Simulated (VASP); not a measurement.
# Ta2Al3Sn (P6/mmm) in VASP: single point with PBE

Aim: the single point of Ta2Al3Sn with PBE.

Program: VASP 6.6.1. These are calculated values, not measurements. Logs are shortened: lines on timing, memory, paths and dates and some standing lists are left out, and cuts for length are marked.

### 1 The cell of the first run

Symmetry: P6/mmm, No. 191, hexagonal system. Conventional cell: a = 4.126 Å, b = 4.126 Å, c = 8.676 Å, α = 90.00°, β = 90.00°, γ = 120.00°. Ta (site symmetry -6m2) has 3 Ta at 2.38 Å and 3 Sn at 2.38 Å within 3.1 Å. Within 3.1 Å of Al (site symmetry -6m2) lie 6 Al at 2.38 Å. Al (site symmetry 6/mmm) has 6 Al at 2.38 Å within 3.1 Å. Sn (site symmetry 6/mmm) has 6 Ta at 2.38 Å within 3.1 Å.

The cell was generated, and may not be a known phase.

### 2 Single point, PBE

Contents of INCAR:

```
SYSTEM = Ta2Al3Sn
PREC = Accurate
ENCUT = 520
EDIFF = 1E-6
ISMEAR = 0
SIGMA = 0.1
LREAL = .False.
LASPH = .True.
NELM = 60
ALGO = Fast
ISIF = 2
LWAVE = .False.
LCHARG = .False.
GGA = PE
NBANDS = 32
```

Contents of KPOINTS:

```
regular mesh
0
Gamma
  6 6 2
  0 0 0
```

Contents of POSCAR:

```
Ta2Al3Sn
1.0
    4.1264768100      0.0000000000      0.0000000000
   -2.0632384100      3.5736337500      0.0000000000
    0.0000000000      0.0000000000      8.6755616800
Ta Al Sn
2 3 1
Direct
    0.3333333300      0.6666666700      0.5000000000
    0.6666666700      0.3333333300      0.5000000000
    0.3333333300      0.6666666700      0.0000000000
    0.6666666700      0.3333333300      0.0000000000
    0.0000000000      0.0000000000      0.0000000000
    0.0000000000      0.0000000000      0.5000000000
```

Potentials or basis: VASP PAW PBE potentials, release 64 (Ta_pv, Al, Sn_d).

Run with:

```bash
> cat potpaw_PBE.64/Ta_pv/POTCAR potpaw_PBE.64/Al/POTCAR potpaw_PBE.64/Sn_d/POTCAR > POTCAR
> mpirun -np 1 vasp_std > vasp.out
```

OUTCAR:

```text
SYSTEM = Ta2Al3Sn
   PREC = Accurate
   ENCUT = 520
   EDIFF = 1E-6
   ISMEAR = 0
   LREAL = .False.
   LASPH = .True.
   NELM = 60
   ISIF = 2
   GGA = PE

 ion  position               nearest neighbor table
   1  0.333  0.667  0.500-   2 2.38   6 2.38   2 2.38   6 2.38   6 2.38   2 2.38
   2  0.667  0.333  0.500-   1 2.38   6 2.38   1 2.38   6 2.38   6 2.38   1 2.38
   3  0.333  0.667  0.000-   4 2.38   5 2.38   4 2.38   5 2.38   5 2.38   4 2.38
   4  0.667  0.333  0.000-   3 2.38   5 2.38   3 2.38   5 2.38   5 2.38   3 2.38
   5  0.000  0.000  0.000-   3 2.38   4 2.38   4 2.38   3 2.38   4 2.38   3 2.38
   6  0.000  0.000  0.500-   1 2.38   2 2.38   2 2.38   1 2.38   2 2.38   1 2.38

  LATTYP: Found a hexagonal cell.
 ALAT       =     4.1264768100
 C/A-ratio  =     2.1024137732

  Lattice vectors:

 A1 = (   4.1264768100,   0.0000000000,   0.0000000000)
 A2 = (  -2.0632384100,   3.5736337500,   0.0000000000)
 A3 = (   0.0000000000,   0.0000000000,   8.6755616800)

Analysis of symmetry for initial positions (statically):
=====================================================================
 Subroutine PRICEL returns:
 Original cell was already a primitive cell.

 Routine SETGRP: Setting up the symmetry group for a
 hexagonal supercell.

 Subroutine GETGRP returns: Found 24 space group operations
 (whereof 24 operations were pure point group operations)
 out of a pool of 24 trial point group operations.

The static configuration has the point symmetry D_6h.

Analysis of symmetry for dynamics (positions and initial velocities):
=====================================================================
 Subroutine PRICEL returns:
 Original cell was already a primitive cell.

 Routine SETGRP: Setting up the symmetry group for a
 hexagonal supercell.

 Subroutine GETGRP returns: Found 24 space group operations
 (whereof 24 operations were pure point group operations)
 out of a pool of 24 trial point group operations.

The dynamic configuration has the point symmetry D_6h.

 Subroutine INISYM returns: Found 24 space group operations
 (whereof 24 operations are pure point group operations),
 and found     1 'primitive' translations

----------------------------------------------------------------------------------------

                                     Primitive cell

  volume of cell :     127.9343

  direct lattice vectors                    reciprocal lattice vectors
[... 88 lines left out ...]
   IBRION =     -1    ionic relax: 0-MD 1-quasi-New 2-CG
   NFREE  =      0    steps in history (QN), initial steepest desc. (CG)
   ISIF   =      2    stress and relaxation
   ISYM   =      2    0-nonsym 1-usesym 2-fastsym
   POTIM  = 0.5000    time-step for ionic-motion
   TEBEG  =    0.0;   TEEND  =   0.0 temperature during run
   PSTRESS=    0.0 pullay stress
   NELECT =      45.0000    total number of electrons
   NUPDOWN=      -1.0000    fix difference up-down
   EMIN   =  10.00;   EMAX   =-10.00  energy-range for DOS
   EFERMI =   0.00;   METHOD = LEGACY
   ISMEAR =     0;   SIGMA  =   0.10  broadening in eV -4-tet -1-fermi 0-gaus
   EFERMI_NEDOS =   21; number of points for ismear=-14 and -15
   IALGO  =     68    algorithm
   IMIX   =      4    mixing-type and parameters
     AMIX     =   0.40;   BMIX     =  1.00
     AMIX_MAG =   1.60;   BMIX_MAG =  1.00
  volume/ion in A,a.u.               =      21.32       143.89
  Fermi-wavevector in a.u.,A,eV,Ry     =   1.155624  2.183813 18.170138  1.335467
  Thomas-Fermi vector in A             =   2.292251
   LORBIT       =      0    0 simple, 1 ext, 2 COOP (PROOUT), +10 PAW based schemes
   GGA     = PE    functional components
   LHFCALC =     F    Hartree Fock is set to
   AEXX    =    0.0000 exact exchange contribution
   IVDW    =     0    specifies the selected vdW correction
   LEPSILON=     F    determine dielectric tensor
   LRPA    =     F    only Hartree local field effects (RPA)
 non-spin polarized calculation
 RMM-DIIS sequential band-by-band and
 Gauss-broadening in eV      SIGMA  =   0.10
  energy-cutoff  :      520.00
  volume of cell :      127.93
 maximum number of plane-waves:      3512
 NGX is ok and might be reduce to    32
   NGX = 15   NGY = 15   NGZ = 33

 number of electron      44.9999999 magnetization

 Free energy of the ion-electron system (eV)
  ---------------------------------------------------
  ext. energy  EPLUGINS =         0.00000000
  ---------------------------------------------------
  free energy    TOTEN  =       -22.13300696 eV

  energy without entropy =      -22.11442750  energy(sigma->0) =      -22.12371723

 E-fermi :   5.5330     XC(G=0):  -9.8274

 val. band max:        5.4766977879   @ k =   0.1667   0.1667   0.5000
 cond. band min:       5.5655109460   @ k =   0.3333   0.1667   0.5000
 fundamental gap:      0.0888131581
 Fermi energy:         5.5330359745

 k-point     1 :       0.0000    0.0000    0.0000
  band No.  band energies     occupation
      1     -30.0661      2.00000
      2     -30.0661      2.00000
      3     -28.3967      2.00000
      4     -27.6667      2.00000
      5     -27.6667      2.00000
      6     -27.6391      2.00000
[... 479 lines left out ...]
     31       9.1884      0.00000
     32       9.7973      0.00000

------------------------ aborting loop because EDIFF is reached ----------------------------------------

  FORCE on cell =-STRESS in cart. coord.  units (eV):
  Direction    XX          YY          ZZ          XY          YZ          ZX
  --------------------------------------------------------------------------------------
  -------------------------------------------------------------------------------------
  Total       70.0352546     70.0352548     -3.3301112     -0.0000001      0.0000000      0.0000000
  in kB      877.0820896    877.0820917    -41.7044375     -0.0000012      0.0000000      0.0000000
  external PRESSURE =     570.8199146 kB  Pullay stress =       0.0000000 kB

 VOLUME and BASIS-vectors are now :
 -----------------------------------------------------------------------------
  energy-cutoff  :      520.00
  volume of cell :      127.93
      direct lattice vectors                 reciprocal lattice vectors
     4.126476810  0.000000000  0.000000000     0.242337482  0.139913611  0.000000000
    -2.063238410  3.573633750  0.000000000     0.000000000  0.279827221  0.000000000
     0.000000000  0.000000000  8.675561680     0.000000000  0.000000000  0.115266312

 POSITION                                       TOTAL-FORCE (eV/Angst)
 -----------------------------------------------------------------------------------
     -0.00000      2.38242      4.33778        -0.000000      0.000000      0.000000
      2.06324      1.19121      4.33778         0.000000     -0.000000     -0.000000
     -0.00000      2.38242      0.00000         0.000000     -0.000000      0.000000
      2.06324      1.19121      0.00000         0.000000      0.000000     -0.000000
      0.00000      0.00000      0.00000         0.000000      0.000000     -0.000000
      0.00000      0.00000      4.33778         0.000000      0.000000     -0.000000
 -----------------------------------------------------------------------------------
    total drift:                                0.000000     -0.000000     -0.000000

  FREE ENERGIE OF THE ION-ELECTRON SYSTEM (eV)
  ---------------------------------------------------
  free  energy   TOTEN  =       -22.1330069624 eV

  energy  without entropy=      -22.1144274973  energy(sigma->0) =      -22.12371723
```

Wall time 2.1 min (1 thread of Intel Xeon 8259CL, shared host); peak memory 0.28 GiB.

What came out:

| Item | Value |
| --- | --- |
| Free energy | -22.1330 eV |
| Pressure | 57.1 GPa |
| Band gap on the k mesh | zero (an odd number of electrons rules out a gap without spin polarisation) |

Caveat: the k points lie up to 0.36 Å⁻¹ apart, too coarse for converged energies and pressures of a metal; spin-orbit coupling is left out, which moves the levels of the heavy elements.

The gap in the log of VASP goes by the Fermi energy; the results here count the filled bands.